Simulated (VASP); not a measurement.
# Al2O3 (P-6m2) in VASP: a series of runs

Runs on Al2O3. Level: PBE+D3(BJ). Tasks: single point, relaxation of cell and atoms.

All numbers are computed with VASP 6.6.1; they aren't measurements. Logs are shortened: lines on timing, memory, paths and dates and some standing lists are left out, and cuts for length are marked.

### Step 1. The cell of the first run

The structure is hexagonal, space group P-6m2 (No. 187). The conventional cell has a = 2.867 Å, b = 2.867 Å, c = 7.296 Å, α = 90.00°, β = 90.00°, γ = 120.00°. Al (site symmetry 3m) has 6 O at 1.79 to 2.16 Å within 2.4 Å. Within 2.4 Å of O (site symmetry 3m) lie 3 Al at 1.79 Å. O (site symmetry -6m2) has 6 Al at 2.16 Å and 12 O at 2.65 to 2.87 Å within 2.9 Å.

### Step 2. Single point, PBE+D3(BJ)

Contents of INCAR:

```
SYSTEM = Al2O3
PREC     = Accurate       ! precision mode
ENCUT    = 520            ! plane-wave cutoff, eV
EDIFF    = 1E-6           ! SCF threshold, eV
ISMEAR   = 0              ! smearing method
SIGMA    = 0.02           ! smearing width, eV
LREAL    = .FALSE.        ! projectors in reciprocal space
LASPH    = .TRUE.         ! aspherical terms in the spheres
NELM     = 100            ! most SCF steps
ALGO     = Normal         ! electronic algorithm
ISIF     = 2              ! what is computed and relaxed
LWAVE    = .FALSE.        ! write WAVECAR
LCHARG   = .FALSE.        ! write CHGCAR
GGA      = PE             ! functional
IVDW     = 12             ! dispersion correction
NBANDS   = 20             ! bands
```

Contents of KPOINTS:

```
Automatic mesh
0
G
  9 9 4
  0 0 0
```

Contents of POSCAR:

```
Al2O3
1.0
    2.8672459762      0.0000000000      0.0000000000
   -1.4336229881      2.4831078543      0.0000000000
    0.0000000000      0.0000000000      7.2957682750
Al O
2 3
Direct
    0.0000000000      0.0000000000      0.1907631348
    0.0000000000      0.0000000000      0.8092368652
    0.3333333333      0.6666666667      0.2841164479
    0.6666666667      0.3333333333      0.0000000000
    0.3333333333      0.6666666667      0.7158835521
```

Potentials or basis: VASP PAW PBE potentials, release 64 (Al, O).

Command:

```
$ cat potpaw_PBE.64/Al/POTCAR potpaw_PBE.64/O/POTCAR > POTCAR
$ mpirun -np 1 vasp_std > vasp.out
```

OUTCAR:

```text
SYSTEM = Al2O3
   PREC = Accurate
   ENCUT = 520
   EDIFF = 1E-6
   ISMEAR = 0
   LREAL = .FALSE.
   LASPH = .TRUE.
   NELM = 100
   ISIF = 2
   GGA = PE
   IVDW = 12
 IVDW          = 12

 ion  position               nearest neighbor table
   1  0.000  0.000  0.191-   3 1.79   3 1.79   3 1.79   4 2.16   4 2.16   4 2.16   2 2.78
   2  0.000  0.000  0.809-   5 1.79   5 1.79   5 1.79   4 2.16   4 2.16   4 2.16   1 2.78
   3  0.333  0.667  0.284-   1 1.79   1 1.79   1 1.79
   4  0.667  0.333  0.000-   1 2.16   2 2.16   1 2.16   2 2.16   1 2.16   2 2.16
   5  0.333  0.667  0.716-   2 1.79   2 1.79   2 1.79

  LATTYP: Found a hexagonal cell.
 ALAT       =     2.8672459762
 C/A-ratio  =     2.5445212359

  Lattice vectors:

 A1 = (   2.8672459762,   0.0000000000,   0.0000000000)
 A2 = (  -1.4336229881,   2.4831078543,   0.0000000000)
 A3 = (   0.0000000000,   0.0000000000,   7.2957682750)

Analysis of symmetry for initial positions (statically):
=====================================================================
 Subroutine PRICEL returns:
 Original cell was already a primitive cell.

 Routine SETGRP: Setting up the symmetry group for a
 hexagonal supercell.

 Subroutine GETGRP returns: Found 12 space group operations
 (whereof 12 operations were pure point group operations)
 out of a pool of 24 trial point group operations.

The static configuration has the point symmetry D_3h.

Analysis of symmetry for dynamics (positions and initial velocities):
=====================================================================
 Subroutine PRICEL returns:
 Original cell was already a primitive cell.

 Routine SETGRP: Setting up the symmetry group for a
 hexagonal supercell.

 Subroutine GETGRP returns: Found 12 space group operations
 (whereof 12 operations were pure point group operations)
 out of a pool of 24 trial point group operations.

The dynamic configuration has the point symmetry D_3h.

 Subroutine INISYM returns: Found 12 space group operations
 (whereof 12 operations are pure point group operations),
 and found     1 'primitive' translations

----------------------------------------------------------------------------------------

                                     Primitive cell

  volume of cell :      51.9435

  direct lattice vectors                    reciprocal lattice vectors
     2.867245976  0.000000000  0.000000000     0.348766729  0.201360565  0.000000000
    -1.433622988  2.483107854  0.000000000     0.000000000  0.402721130  0.000000000
     0.000000000  0.000000000  7.295768275     0.000000000  0.000000000  0.137065757

  length of vectors
     2.867245976  2.867245976  7.295768275     0.402721130  0.402721130  0.137065757

  position of ions in fractional coordinates (direct lattice)
     0.000000000  0.000000000  0.190763135
     0.000000000  0.000000000  0.809236865
     0.333333333  0.666666667  0.284116448
     0.666666667  0.333333333  0.000000000
     0.333333333  0.666666667  0.715883552

  ion indices of the primitive-cell ions
   primitive index   ion index
                 1           1
                 2           2
                 3           3
                 4           4
                 5           5

----------------------------------------------------------------------------------------

 KPOINTS: Automatic mesh

Automatic generation of k-mesh.
 Grid dimensions read from file:
 generate k-points for:    9    9    4

 Generating k-lattice:

  Cartesian coordinates                     Fractional coordinates (reciprocal lattice)
     0.038751859  0.022373396  0.000000000     0.111111111 -0.000000000  0.000000000
     0.000000000  0.044746792  0.000000000     0.000000000  0.111111111  0.000000000
     0.000000000  0.000000000  0.034266439     0.000000000  0.000000000  0.250000000

  Length of vectors
     0.044746792  0.044746792  0.034266439

  Shift w.r.t. Gamma in fractional coordinates (k-lattice)
     0.000000000  0.000000000  0.000000000

 Subroutine IBZKPT returns following result:
 ===========================================

 Found     36 irreducible k-points:

 Following reciprocal coordinates:
            Coordinates               Weight
  0.000000  0.000000  0.000000      1.000000
  0.111111 -0.000000  0.000000      6.000000
  0.222222  0.000000  0.000000      6.000000
  0.333333  0.000000  0.000000      6.000000
  0.444444  0.000000  0.000000      6.000000
  0.111111  0.111111  0.000000      6.000000
[... 16 lines left out ...]
  0.333333  0.222222  0.250000     24.000000
  0.333333  0.333333  0.250000      4.000000
 [... further k-points ...]
   k-points           NKPTS =     36   k-points in BZ     NKDIM =     36   number of bands    NBANDS=     20
   number of dos      NEDOS =    301   number of ions     NIONS =      5
   total plane-waves  NPLWV =  31104
   dimension x,y,z NGX =    24 NGY =   24 NGZ =   54
   dimension x,y,z NGXF=    48 NGYF=   48 NGZF=  108
   ions per type =               2   3
   NGX,Y,Z   is equivalent  to a cutoff of  13.92, 13.92, 12.30 a.u.
   NGXF,Y,Z  is equivalent  to a cutoff of  27.83, 27.83, 24.61 a.u.
 SYSTEM =  Al2O3
   PREC   = accura    normal or accurate (medium, high low for compatibility)
   ISTART =      0    job   : 0-new  1-cont  2-samecut
   ICHARG =      2    charge: 1-file 2-atom 10-const
   ISPIN  =      1    spin polarized calculation?
   LNONCOLLINEAR =      F non collinear calculations
   LSORBIT =      F    spin-orbit coupling
   LASPH  =      T    aspherical Exc in radial PAW
   ENCUT  =  520.0 eV  38.22 Ry    6.18 a.u.   5.33  5.33 13.57*2*pi/ulx,y,z
   NELM   =    100;   NELMIN=  2; NELMDL= -5     # of ELM steps
   EDIFF  = 0.1E-05   stopping-criterion for ELM
   LREAL  =      F    real-space projection
   EDIFFG = 0.1E-04   stopping-criterion for IOM
   NSW    =      0    number of steps for IOM
   IBRION =     -1    ionic relax: 0-MD 1-quasi-New 2-CG
   NFREE  =      0    steps in history (QN), initial steepest desc. (CG)
   ISIF   =      2    stress and relaxation
   ISYM   =      2    0-nonsym 1-usesym 2-fastsym
   POTIM  = 0.5000    time-step for ionic-motion
   TEBEG  =    0.0;   TEEND  =   0.0 temperature during run
   PSTRESS=    0.0 pullay stress
   NELECT =      24.0000    total number of electrons
   NUPDOWN=      -1.0000    fix difference up-down
   EMIN   =  10.00;   EMAX   =-10.00  energy-range for DOS
   EFERMI =   0.00;   METHOD = LEGACY
   ISMEAR =     0;   SIGMA  =   0.02  broadening in eV -4-tet -1-fermi 0-gaus
   EFERMI_NEDOS =   21; number of points for ismear=-14 and -15
   IALGO  =     38    algorithm
   IMIX   =      4    mixing-type and parameters
     AMIX     =   0.40;   BMIX     =  1.00
     AMIX_MAG =   1.60;   BMIX_MAG =  1.00
  volume/ion in A,a.u.               =      10.39        70.11
  Fermi-wavevector in a.u.,A,eV,Ry     =   1.265614  2.391664 21.793536  1.601780
  Thomas-Fermi vector in A             =   2.398858
   LORBIT       =      0    0 simple, 1 ext, 2 COOP (PROOUT), +10 PAW based schemes
   GGA     = PE    functional components
   LHFCALC =     F    Hartree Fock is set to
   AEXX    =    0.0000 exact exchange contribution
   IVDW    =    12    specifies the selected vdW correction
   LEPSILON=     F    determine dielectric tensor
   LRPA    =     F    only Hartree local field effects (RPA)
 non-spin polarized calculation
 Gauss-broadening in eV      SIGMA  =   0.02
  energy-cutoff  :      520.00
  volume of cell :       51.94
 maximum number of plane-waves:      1419
 NGX is ok and might be reduce to    24
   NGX = 11   NGY = 11   NGZ = 27

 number of electron      23.9999997 magnetization

 Free energy of the ion-electron system (eV)
  ---------------------------------------------------
  ext. energy  EPLUGINS =         0.00000000
  ---------------------------------------------------
  free energy    TOTEN  =       -36.34413983 eV

  energy without entropy =      -36.34413983  energy(sigma->0) =      -36.34413983

 E-fermi :   3.8919     XC(G=0): -10.3242

 val. band max:        3.7865366713   @ k =   0.1111   0.1111   0.0000
 cond. band min:       8.3410495872   @ k =   0.0000   0.0000   0.0000
 fundamental gap:      4.5545129158
 Fermi energy:         3.8918858398

 k-point     1 :       0.0000    0.0000    0.0000
  band No.  band energies     occupation
      1     -15.2600      2.00000
      2     -14.1190      2.00000
      3     -13.0213      2.00000
      4      -1.4065      2.00000
      5       1.1193      2.00000
      6       2.0946      2.00000
[... 12 lines left out ...]
     19      18.5757      0.00000
     20      18.8246      0.00000

 k-point     2 :       0.1111   -0.0000    0.0000
  band No.  band energies     occupation
      1     -15.1069      2.00000
      2     -14.0048      2.00000
      3     -12.9643      2.00000
      4      -1.3337      2.00000
      5       0.8437      2.00000
      6       1.7300      2.00000
[... 12 lines left out ...]
     19      18.2921      0.00000
     20      18.9231      0.00000

 k-point     3 :       0.2222    0.0000    0.0000
  band No.  band energies     occupation
      1     -14.6791      2.00000
      2     -13.7001      2.00000
      3     -12.8314      2.00000
      4      -1.2874      2.00000
      5      -0.2482      2.00000
      6       0.7562      2.00000
[... 12 lines left out ...]
     19      17.8413      0.00000
     20      18.8116      0.00000

 k-point     4 :       0.3333    0.0000    0.0000
  band No.  band energies     occupation
      1     -14.0818      2.00000
      2     -13.3204      2.00000
      3     -12.7348      2.00000
      4      -1.6802      2.00000
      5      -1.5584      2.00000
      6      -0.2392      2.00000
[... 12 lines left out ...]
     19      18.0475      0.00000
     20      18.5728      0.00000

 k-point     5 :       0.4444    0.0000    0.0000
  band No.  band energies     occupation
      1     -13.5359      2.00000
      2     -13.0488      2.00000
      3     -12.7889      2.00000
      4      -2.3790      2.00000
      5      -2.1590      2.00000
      6      -0.8315      2.00000
[... 12 lines left out ...]
     19      18.0478      0.00000
     20      18.6015      0.00000

 k-point     6 :       0.1111    0.1111    0.0000
  band No.  band energies     occupation
      1     -14.8161      2.00000
      2     -13.7950      2.00000
      3     -12.8686      2.00000
      4      -1.2646      2.00000
      5       0.2246      2.00000
      6       0.8763      2.00000
[... 12 lines left out ...]
     19      17.7590      0.00000
     20      18.8814      0.00000

 k-point     7 :       0.2222    0.1111    0.0000
  band No.  band energies     occupation
      1     -14.3004      2.00000
      2     -13.4503      2.00000
      3     -12.7507      2.00000
      4      -1.4259      2.00000
      5      -0.8973      2.00000
      6      -0.0748      2.00000
[... 12 lines left out ...]
     19      17.3593      0.00000
     20      18.5608      0.00000
[... 277 lines left out ...]
 k-point    20 :       0.3333    0.1111    0.2500
  band No.  band energies     occupation
      1     -13.7014      2.00000
      2     -13.1422      2.00000
      3     -12.7189      2.00000
      4      -1.9491      2.00000
      5      -1.8995      2.00000
      6      -0.5657      2.00000
[... 12 lines left out ...]
     19      17.6095      0.00000
     20      18.1864      0.00000

 k-point    21 :       0.4444    0.1111    0.2500
  band No.  band energies     occupation
      1     -13.3614      2.00000
      2     -13.0017      2.00000
      3     -12.8049      2.00000
      4      -2.3639      2.00000
      5      -2.1392      2.00000
      6      -0.7539      2.00000
[... 12 lines left out ...]
     19      17.7290      0.00000
     20      17.9711      0.00000

 k-point    22 :       0.2222    0.2222    0.2500
  band No.  band energies     occupation
      1     -13.7721      2.00000
      2     -13.1717      2.00000
      3     -12.6951      2.00000
      4      -1.6652      2.00000
      5      -1.4940      2.00000
      6      -0.6781      2.00000
[... 12 lines left out ...]
     19      16.8153      0.00000
     20      17.9835      0.00000

 k-point    23 :       0.3333    0.2222    0.2500
  band No.  band energies     occupation
      1     -13.2956      2.00000
      2     -12.9609      2.00000
      3     -12.7820      2.00000
      4      -2.0276      2.00000
      5      -1.7888      2.00000
      6      -0.6413      2.00000
[... 12 lines left out ...]
     19      16.9566      0.00000
     20      17.5997      0.00000

 k-point    24 :       0.3333    0.3333    0.2500
  band No.  band energies     occupation
      1     -13.0188      2.00000
      2     -12.9300      2.00000
      3     -12.8772      2.00000
      4      -1.9706      2.00000
      5      -1.5394      2.00000
      6      -0.6292      2.00000
[... 12 lines left out ...]
     19      16.8640      0.00000
     20      17.3344      0.00000

 [... further k-points ...]

------------------------ aborting loop because EDIFF is reached ----------------------------------------

 Edisp (eV)   -0.97175

 E8    (eV) :    -0.3673

  FORCE on cell =-STRESS in cart. coord.  units (eV):
  Direction    XX          YY          ZZ          XY          YZ          ZX
  --------------------------------------------------------------------------------------
  -------------------------------------------------------------------------------------
  Total       0.06117     0.06117    -0.08088     0.00000    -0.00000     0.00000
  in kB       1.88670     1.88670    -2.49484     0.00000    -0.00000     0.00000
  external pressure =        0.43 kB  Pullay stress =        0.00 kB

 VOLUME and BASIS-vectors are now :
 -----------------------------------------------------------------------------
  energy-cutoff  :      520.00
  volume of cell :       51.94
      direct lattice vectors                 reciprocal lattice vectors
     2.867245976  0.000000000  0.000000000     0.348766729  0.201360565  0.000000000
    -1.433622988  2.483107854  0.000000000     0.000000000  0.402721130  0.000000000
     0.000000000  0.000000000  7.295768275     0.000000000  0.000000000  0.137065757

 POSITION                                       TOTAL-FORCE (eV/Angst)
 -----------------------------------------------------------------------------------
      0.00000      0.00000      1.39176         0.000000     -0.000000      0.036334
      0.00000      0.00000      5.90400         0.000000      0.000000     -0.036334
     -0.00000      1.65541      2.07285         0.000000     -0.000000     -0.027522
      1.43362      0.82770      0.00000        -0.000000      0.000000      0.000000
     -0.00000      1.65541      5.22292         0.000000     -0.000000      0.027522
 -----------------------------------------------------------------------------------
    total drift:                                0.000000     -0.000000      0.000000

  FREE ENERGIE OF THE ION-ELECTRON SYSTEM (eV)
  ---------------------------------------------------
  free  energy   TOTEN  =       -37.3158855848 eV

  energy  without entropy=      -37.3158855848  energy(sigma->0) =      -37.31588558
```

It took 49 s on 1 thread of Intel Xeon 8259CL, shared host; peak memory 0.2 GiB.

What came out:

```yaml
Free_energy: -37.3159 eV
Pressure: 0.0 GPa
Largest_force: 0.036 eV/Å
Band_gap_on_the_k_mesh: 4.55 eV (least direct gap 4.67 eV)
Dispersion_energy_per_atom: -0.194 eV
```

Forces on the atoms (eV/Å):
```
Al   0.000  0.000  0.036
Al   0.000  0.000 -0.036
O    0.000  0.000 -0.028
O    0.000  0.000  0.000
O    0.000  0.000  0.028
```

Stress tensor (GPa, compression positive):
```
 0.19  0.00  0.00
 0.00  0.19  0.00
 0.00  0.00 -0.25
```

Caveat: an odd mesh through Γ misses points on the zone boundary, where band edges can lie.

[end of part 1 of 2]
